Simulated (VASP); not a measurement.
Ti6H: single point with PBE

Ti6H, a slab with vacuum:

```xyz
14
Lattice="5.6639 0.0000 0.0000 0.0000 4.5793 0.0000 0.0000 0.0000 24.5507" Properties=species:S:1:pos:R:3 pbc="T T T"
Ti    1.4160    0.0000    4.0000
Ti    4.2480    0.0000    4.0000
Ti    0.0000    2.2897    5.3219
Ti    2.8320    2.2897    5.3219
Ti    1.4160    0.0000    6.6439
Ti    4.2480    0.0000    6.6439
Ti    1.4160    2.2897    7.9952
Ti    4.2480    2.2897    7.9952
Ti    0.0000    0.0000    9.2793
Ti    2.8320    0.0000    9.2793
Ti    1.4160    2.2897   10.5507
Ti    4.2480    2.2897   10.5507
H    -0.4595    0.0000   12.6007
H     0.4595    0.0000   12.6007
```

```json
{
  "Program": "VASP 6.6.1",
  "Task": "single point",
  "Functional": "PBE",
  "Potentials or basis": "VASP PAW PBE potentials, release 64 (Ti_sv, H)",
  "Cutoff": "520 eV",
  "k mesh": "5 × 6 × 1",
  "Occupations": "gaussian, width 0.1 eV",
  "Spin": "no spin polarisation"
}
```

```yaml
Largest_force: 3.048 eV/Å
Band_gap_on_the_k_mesh: zero (band 73 reaches 0.66 eV, above the bottom of band 74 at 0.53 eV)
```

Forces on the atoms (eV/Å):
```
Ti   0.000  0.000  0.390
Ti   0.000  0.000  0.390
Ti   0.000  0.000 -0.020
Ti   0.000  0.000 -0.013
Ti   0.022  0.000 -0.356
Ti  -0.022  0.000 -0.356
Ti  -0.001  0.000  0.021
Ti   0.001  0.000  0.021
Ti   0.000  0.000 -0.032
Ti   0.000  0.000  0.002
Ti   0.123  0.000 -0.130
Ti  -0.123  0.000 -0.130
H    3.046  0.000  0.105
H   -3.046  0.000  0.105
```

Levels at points of the mesh, in eV from the Fermi level:
| k point | band 71 | band 72 | band 73 | band 74 | band 75 | band 76 |
| --- | --- | --- | --- | --- | --- | --- |
| (0.00, 0.00, 0.00) | -0.38 | -0.16 | -0.03 | 0.05 | 0.06 | 0.21 |
| (0.00, 0.50, 0.00) | -0.23 | -0.21 | -0.17 | 0.23 | 0.28 | 0.35 |

It took 33 min on 1 thread of Intel(R) Xeon(R) 6975P-C (Granite Rapids), on a shared host, peak memory 0.87 GiB.
